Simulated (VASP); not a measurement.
Set up this calculation in VASP 6.6.1, as the native input.

| Quantity | Value |
| --- | --- |
| Task | single point |
| Functional | PBEsol |
| Potentials or basis | VASP PAW PBE potentials, release 64 (Al, Ru_pv) |
| Cutoff | 520 eV |
| k mesh | 12 × 12 × 4 |
| Occupations | gaussian, width 0.1 eV |
| Spin | no spin polarisation |
| Dipole correction | no |
| Further INCAR settings | ALGO = Fast; EDIFF = 1e-06; NBANDS = 48 |

The structure of Al3Ru2 lies in POSCAR:

```
Al3Ru2
1.0
    3.1194632402      0.0000000000      0.0000000000
    0.0000000000      3.1194632402      0.0000000000
    0.0000000000      0.0000000000     14.0980269394
Al Ru
6 4
Direct
    0.0000000000      0.0000000000      0.0000000000
    0.5000000000      0.5000000000      0.3054371682
    0.0000000000      0.0000000000      0.1945628318
    0.5000000000      0.5000000000      0.5000000000
    0.0000000000      0.0000000000      0.8054371682
    0.5000000000      0.5000000000      0.6945628318
    0.5000000000      0.5000000000      0.1061600529
    0.0000000000      0.0000000000      0.3938399471
    0.0000000000      0.0000000000      0.6061600529
    0.5000000000      0.5000000000      0.8938399471
```

This cell differs from its parent crystal: biaxial strain in the a-b plane: +1.5 %, then relaxed in part.

One way to write it, as run:

INCAR

```
SYSTEM = Al3Ru2
  ALGO = Fast
  EDIFF = 1E-6
  ENCUT = 520
  GGA = PS
  ISIF = 2
  ISMEAR = 0
  LASPH = .True.
  LCHARG = .False.
  LREAL = .False.
  LWAVE = .False.
  NBANDS = 48
  NELM = 80
  PREC = Accurate
  SIGMA = 0.1
```

KPOINTS

```
k-points
0
Gamma
  12 12 4
  0 0 0
```

Potentials or basis: VASP PAW PBE potentials, release 64 (Al, Ru_pv).

Launch:

```sh
$ cat potpaw_PBE.64/Al/POTCAR potpaw_PBE.64/Ru_pv/POTCAR > POTCAR
$ mpirun -np 1 vasp_std > vasp.out
```

It gave:

```
Pressure               : -3.6 GPa
Largest force          : 0.006 eV/Å
Band gap on the k mesh : zero (band 37 reaches 11.36 eV, above the bottom of band 38 at 9.55 eV)
```

Caveat: the cell differs from its parent crystal (biaxial strain in the a-b plane: +1.5 %, then relaxed in part); the PAW data sets were made with another functional, which shifts forces and pressure a little.

Wall time 13 min on 1 thread of Oxide Virtual Turin-like Processor (shared host), peak memory 0.48 GiB.
